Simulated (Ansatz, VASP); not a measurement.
One calculation of CoSi, two programs

```xyz
8
Lattice="4.3831 0.0000 0.0000 0.0000 4.3831 0.0000 0.0000 0.0000 4.3831" Properties=species:S:1:pos:R:3 pbc="T T T"
Co    0.6386    0.6386    0.6386
Co    1.5530    3.7445    2.8301
Co    2.8301    1.5530    3.7445
Co    3.7445    2.8301    1.5530
Si    3.6977    3.6977    3.6977
Si    2.8769    0.6854    1.5062
Si    1.5062    2.8769    0.6854
Si    0.6854    1.5062    2.8769
```

Alike in both runs: functional r2SCAN; k mesh 8 × 8 × 8; occupations gaussian, width 0.1 eV; no spin polarisation.

Ansatz relaxed the structure, and its values are those at the end. VASP's run is a single point on that final structure, the one shown.

|  | VASP | Ansatz |
| --- | --- | --- |
| version | VASP 6.6.1 | Ansatz 0.2.0 |
| potentials or method | VASP PAW PBE potentials, release 64 (Co, Si), cutoff 520 eV | scalar-relativistic, plane waves, PAW |
| valence electrons in the cell | 52 | 84 |

|  | VASP | Ansatz | Ansatz less VASP |
| --- | --- | --- | --- |
| gap on the k mesh at the Fermi level (eV) | none | none | - |
| pressure (GPa) | 0.1 | 0.0 | -0.09 |

VASP's potentials were made for PBE, not for r2SCAN. A gap of «none» marks a metal or a gap that the smearing closes. VASP's potentials hold 52 valence electrons a cell and Ansatz's 84, so a difference there can come from the potentials and not from the codes.
